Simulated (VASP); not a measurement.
# Mg2ZnO3 (P-3m1) in VASP: single point with r2SCAN

Aim: the single point of Mg2ZnO3 with r2SCAN.

Program: VASP 6.6.1. These are calculated values, not measurements. Logs are shortened: lines on timing, memory, paths and dates and some standing lists are left out, and cuts for length are marked.

### 1 The cell of the first run

The structure is trigonal, space group P-3m1 (No. 164). Conventional cell: a = 3.033 Å, b = 3.033 Å, c = 7.403 Å, α = 90.00°, β = 90.00°, γ = 120.00°. Mg (site symmetry 3m) has 6 O at 2.12 to 2.14 Å within 2.8 Å. Within 2.9 Å of Zn (site symmetry -3m) lie 6 O at 2.17 Å. O (site symmetry 3m) has 3 Mg at 2.12 Å and 3 Zn at 2.17 Å within 2.8 Å. O (site symmetry -3m) has 6 Mg at 2.14 Å within 2.8 Å.

### 2 Single point, r2SCAN

Input file POSCAR:

```
Mg2ZnO3
1.0
    3.0329990000      0.0000000000      0.0000000000
   -1.5164990000      2.6266540000      0.0000000000
    0.0000000000      0.0000000000      7.4033160000
Mg Zn O
2 1 3
Direct
    0.3333333333      0.6666666667      0.6658000000
    0.6666666667      0.3333333333      0.3342000000
    0.0000000000      0.0000000000      0.0000000000
    0.3333333333      0.6666666667      0.1726190000
    0.6666666667      0.3333333333      0.8273810000
    0.0000000000      0.0000000000      0.5000000000
```

Input file INCAR.step1:

```
  PREC = Accurate
  ENCUT = 520
  ISMEAR = 0
  SIGMA = 0.01
  LREAL = F
  LASPH = T
  NELM = 80
  NBANDS = 26
  GGA = PE
  ALGO = Normal
  EDIFF = 1E-4
  LWAVE = T
  LCHARG = F
```

Input file INCAR.step2:

```
  PREC = Accurate
  ENCUT = 520
  EDIFF = 1E-6
  ISMEAR = 0
  SIGMA = 0.01
  LREAL = F
  LASPH = T
  NELM = 80
  ALGO = Normal
  ISIF = 2
  LWAVE = F
  LCHARG = F
  METAGGA = R2SCAN
  LMIXTAU = T
  NBANDS = 26
  ISTART = 1
```

Input file KPOINTS:

```
Automatic mesh
0
Gamma
  12 12 4
```

Potentials or basis: VASP PAW PBE potentials, release 64 (Mg, Zn, O).

On the command line:

```sh
cat potpaw_PBE.64/Mg/POTCAR potpaw_PBE.64/Zn/POTCAR potpaw_PBE.64/O/POTCAR > POTCAR
cp INCAR.step1 INCAR
mpirun -np 1 vasp_std > vasp.out
cp INCAR.step2 INCAR
mpirun -np 1 vasp_std > vasp.out
```

OUTCAR:

```text
PREC = Accurate
   ENCUT = 520
   EDIFF = 1E-6
   ISMEAR = 0
   LREAL = F
   LASPH = T
   NELM = 80
   ISIF = 2
   METAGGA = R2SCAN
   ISTART = 1

 ion  position               nearest neighbor table
   1  0.333  0.667  0.666-   5 2.12   5 2.12   5 2.12   6 2.14   6 2.14   6 2.14   2 3.02   2 3.02
                             2 3.02   3 3.03   3 3.03   3 3.03
   2  0.667  0.333  0.334-   4 2.12   4 2.12   4 2.12   6 2.14   6 2.14   6 2.14   1 3.02   1 3.02
                             1 3.02   3 3.03   3 3.03   3 3.03
   3  0.000  0.000  0.000-   4 2.17   5 2.17   4 2.17   5 2.17   5 2.17   4 2.17   1 3.03   2 3.03
                             1 3.03   2 3.03   1 3.03   2 3.03
   4  0.333  0.667  0.173-   2 2.12   2 2.12   2 2.12   3 2.17   3 2.17   3 2.17
   5  0.667  0.333  0.827-   1 2.12   1 2.12   1 2.12   3 2.17   3 2.17   3 2.17
   6  0.000  0.000  0.500-   1 2.14   2 2.14   1 2.14   2 2.14   2 2.14   1 2.14

  LATTYP: Found a hexagonal cell.
 ALAT       =     3.0329990000
 C/A-ratio  =     2.4409226643

  Lattice vectors:

 A1 = (   3.0329990000,   0.0000000000,   0.0000000000)
 A2 = (  -1.5164990000,   2.6266540000,   0.0000000000)
 A3 = (   0.0000000000,   0.0000000000,   7.4033160000)

Analysis of symmetry for initial positions (statically):
=====================================================================
 Subroutine PRICEL returns:
 Original cell was already a primitive cell.

 Routine SETGRP: Setting up the symmetry group for a
 hexagonal supercell.

 Subroutine GETGRP returns: Found 12 space group operations
 (whereof 12 operations were pure point group operations)
 out of a pool of 24 trial point group operations.

The static configuration has the point symmetry D_3d.

Analysis of symmetry for dynamics (positions and initial velocities):
=====================================================================
 Subroutine PRICEL returns:
 Original cell was already a primitive cell.

 Routine SETGRP: Setting up the symmetry group for a
 hexagonal supercell.

 Subroutine GETGRP returns: Found 12 space group operations
 (whereof 12 operations were pure point group operations)
 out of a pool of 24 trial point group operations.

The dynamic configuration has the point symmetry D_3d.

 Subroutine INISYM returns: Found 12 space group operations
 (whereof 12 operations are pure point group operations),
 and found     1 'primitive' translations

[... 106 lines left out ...]
   IBRION =     -1    ionic relax: 0-MD 1-quasi-New 2-CG
   NFREE  =      0    steps in history (QN), initial steepest desc. (CG)
   ISIF   =      2    stress and relaxation
   ISYM   =      2    0-nonsym 1-usesym 2-fastsym
   POTIM  = 0.5000    time-step for ionic-motion
   TEBEG  =    0.0;   TEEND  =   0.0 temperature during run
   PSTRESS=    0.0 pullay stress
   NELECT =      34.0000    total number of electrons
   NUPDOWN=      -1.0000    fix difference up-down
   EMIN   =  10.00;   EMAX   =-10.00  energy-range for DOS
   EFERMI =   0.00;   METHOD = LEGACY
   ISMEAR =     0;   SIGMA  =   0.01  broadening in eV -4-tet -1-fermi 0-gaus
   EFERMI_NEDOS =   21; number of points for ismear=-14 and -15
   IALGO  =     38    algorithm
   IMIX   =      4    mixing-type and parameters
     AMIX     =   0.40;   BMIX     =  1.00
     AMIX_MAG =   1.60;   BMIX_MAG =  1.00
  volume/ion in A,a.u.               =       9.83        66.34
  Fermi-wavevector in a.u.,A,eV,Ry     =   1.362492  2.574737 25.257648  1.856385
  Thomas-Fermi vector in A             =   2.488977
   LORBIT       =      0    0 simple, 1 ext, 2 COOP (PROOUT), +10 PAW based schemes
   METAGGA = R2SCAN    functional components
   LHFCALC =     F    Hartree Fock is set to
   AEXX    =    0.0000 exact exchange contribution
   IVDW    =     0    specifies the selected vdW correction
   LEPSILON=     F    determine dielectric tensor
   LRPA    =     F    only Hartree local field effects (RPA)
 non-spin polarized calculation
 Gauss-broadening in eV      SIGMA  =   0.01
  energy-cutoff  :      520.00
  volume of cell :       58.98
 maximum number of plane-waves:      1612
 NGX is ok and might be reduce to    24
   NGX = 11   NGY = 11   NGZ = 27

 number of electron      34.0000021 magnetization

 Free energy of the ion-electron system (eV)
  ---------------------------------------------------
  ext. energy  EPLUGINS =         0.00000000
  ---------------------------------------------------
  free energy    TOTEN  =       -50.22111499 eV

  energy without entropy =      -50.22111499  energy(sigma->0) =      -50.22111499

 E-fermi :   2.5501     XC(G=0): -11.9106

 val. band max:        2.4005292735   @ k =   0.0000   0.0000   0.5000
 cond. band min:       5.9797858094   @ k =   0.0000   0.0000   0.0000
 fundamental gap:      3.5792565359
 Fermi energy:         2.5501105447

 k-point     1 :       0.0000    0.0000    0.0000
  band No.  band energies     occupation
      1     -16.0983      2.00000
      2     -15.3309      2.00000
      3     -15.0932      2.00000
      4      -3.0858      2.00000
      5      -2.3769      2.00000
      6      -2.3768      2.00000
[... 685 lines left out ...]
     25      17.7833      0.00000
     26      18.0778      0.00000

 [... further k-points ...]

------------------------ aborting loop because EDIFF is reached ----------------------------------------

  FORCE on cell =-STRESS in cart. coord.  units (eV):
  Direction    XX          YY          ZZ          XY          YZ          ZX
  --------------------------------------------------------------------------------------
  -------------------------------------------------------------------------------------
  Total       -2.5843190     -2.5843187     -2.5196659     -0.0000005      0.0000000      0.0000000
  in kB      -70.2029373    -70.2029275    -68.4466369     -0.0000134      0.0000000      0.0000000
  external PRESSURE =     -69.6175006 kB  Pullay stress =       0.0000000 kB

 VOLUME and BASIS-vectors are now :
 -----------------------------------------------------------------------------
  energy-cutoff  :      520.00
  volume of cell :       58.98
      direct lattice vectors                 reciprocal lattice vectors
     3.032999000  0.000000000  0.000000000     0.329706670  0.190356185  0.000000000
    -1.516499000  2.626654000  0.000000000     0.000000000  0.380712496  0.000000000
     0.000000000  0.000000000  7.403316000     0.000000000  0.000000000  0.135074607

 POSITION                                       TOTAL-FORCE (eV/Angst)
 -----------------------------------------------------------------------------------
      0.00000      1.75110      4.92913         0.000000      0.000000     -0.025134
      1.51650      0.87555      2.47419         0.000000     -0.000000      0.025134
      0.00000      0.00000      0.00000         0.000000      0.000000      0.000000
      0.00000      1.75110      1.27795         0.000000      0.000000     -0.048352
      1.51650      0.87555      6.12536        -0.000000      0.000000      0.048352
      0.00000      0.00000      3.70166         0.000000      0.000000      0.000000
 -----------------------------------------------------------------------------------
    total drift:                               -0.000000      0.000000      0.000000

  FREE ENERGIE OF THE ION-ELECTRON SYSTEM (eV)
  ---------------------------------------------------
  free  energy   TOTEN  =       -50.2211149947 eV

  energy  without entropy=      -50.2211149947  energy(sigma->0) =      -50.22111499
```

OUTCAR.step1:

```text
PREC = Accurate
   ENCUT = 520
   ISMEAR = 0
   LREAL = F
[... 937 lines left out ...]
      0.00000      0.00000      0.00000        -0.000000      0.000000      0.000000
      0.00000      1.75110      1.27795        -0.000000      0.000000      0.054448
      1.51650      0.87555      6.12536        -0.000000     -0.000000     -0.054448
      0.00000      0.00000      3.70166        -0.000000      0.000000      0.000000
 -----------------------------------------------------------------------------------
    total drift:                               -0.000000      0.000000      0.000000

  FREE ENERGIE OF THE ION-ELECTRON SYSTEM (eV)
  ---------------------------------------------------
  free  energy   TOTEN  =       -32.4646793285 eV

  energy  without entropy=      -32.4646793285  energy(sigma->0) =      -32.46467933
```

OSZICAR.step1:

```text
N       E                     dE             d eps       ncg     rms          rms(c)
DAV:   1     0.275206557722E+03    0.27521E+03   -0.16718E+04  3622   0.152E+03
DAV:   2    -0.777676512536E+01   -0.28298E+03   -0.25758E+03  3894   0.361E+02
DAV:   3    -0.368811670044E+02   -0.29104E+02   -0.28770E+02  4346   0.119E+02
DAV:   4    -0.373814067348E+02   -0.50024E+00   -0.49939E+00  4112   0.160E+01
DAV:   5    -0.373848821650E+02   -0.34754E-02   -0.34750E-02  4142   0.145E+00    0.135E+01
DAV:   6    -0.324241543781E+02    0.49607E+01   -0.13295E+01  5290   0.610E+01    0.686E+00
DAV:   7    -0.325100747391E+02   -0.85920E-01   -0.20373E+00  3798   0.118E+01    0.427E+00
DAV:   8    -0.324879640682E+02    0.22111E-01   -0.34747E-01  4420   0.557E+00    0.107E+00
DAV:   9    -0.324641981967E+02    0.23766E-01   -0.59843E-02  5314   0.365E+00    0.287E-01
DAV:  10    -0.324646190262E+02   -0.42083E-03   -0.20438E-02  3746   0.951E-01    0.953E-02
DAV:  11    -0.324646793285E+02   -0.60302E-04   -0.45211E-04  4516   0.302E-01
   1 F= -.32464679E+02 E0= -.32464679E+02  d E =-.349920E-12
```

Run time: 7.4 min. Hardware: 1 thread of AMD EPYC 7R13, shared host; peak memory 0.22 GiB.

What came out:

```yaml
Free_energy: -50.2211 eV
Pressure: -7.0 GPa
Largest_force: 0.048 eV/Å
Band_gap_on_the_k_mesh: 3.58 eV (least direct gap 3.67 eV)
```

Forces in eV/Å, atoms in the order of the input:
```
Mg   0.000  0.000 -0.025
Mg   0.000  0.000  0.025
Zn   0.000  0.000  0.000
O    0.000  0.000 -0.048
O    0.000  0.000  0.048
O    0.000  0.000  0.000
```

Caveat: the cell stands under tension; the PAW data sets were made with another functional, which shifts forces and pressure a little.
